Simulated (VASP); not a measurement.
A run of VASP 6.6.1 is set up as follows.

File INCAR:

```
ALGO = Normal
EDIFF = 1E-6
ENCUT = 600
GGA = PS
GGA_COMPAT = False
ISIF = 2
ISMEAR = 0
LASPH = True
LCHARG = False
LREAL = False
LWAVE = False
NBANDS = 40
NELM = 120
PREC = Accurate
SIGMA = 0.15
```

KPOINTS

```
k-points
0
Gamma
  14 14 4
```

POSCAR

```
HfN
1.0
   -3.1273463818      0.0000000000      0.0000000000
   -1.5636731909     -2.7083614131      0.0000000000
    0.0000000000      0.0000000000     10.7699112705
Hf N
4 4
Direct
    0.6666666667      0.6666666667      0.3750000000
    0.6666666667      0.6666666667      0.8750000000
    0.3333333333      0.3333333333      0.1250000000
    0.3333333333      0.3333333333      0.6250000000
    0.0000000000      1.0000000000      0.5000000000
    0.0000000000      1.0000000000      0.0000000000
    0.0000000000      1.0000000000      0.2500000000
    0.0000000000      1.0000000000      0.7500000000
```

Potentials or basis: VASP PAW PBE potentials, release 64 (Hf_pv, N).

Run with:

```bash
$ cat potpaw_PBE.64/Hf_pv/POTCAR potpaw_PBE.64/N/POTCAR > POTCAR
$ mpirun -np 1 vasp_std > vasp.out
```

Task: Predict the pressure.

Result: -1.8 GPa.

Task: What does it give for the band gap on the k mesh?

Result: Zero (bands 30 and 31 overlap by 1.36 eV).

Stress tensor (GPa, compression positive):
```
-1.96  0.00  0.00
 0.00 -1.96  0.00
 0.00  0.00 -1.56
```

Caveat: the PAW data sets were made with another functional, which shifts forces and pressure a little; spin-orbit coupling is left out, which moves the levels of the heavy elements.
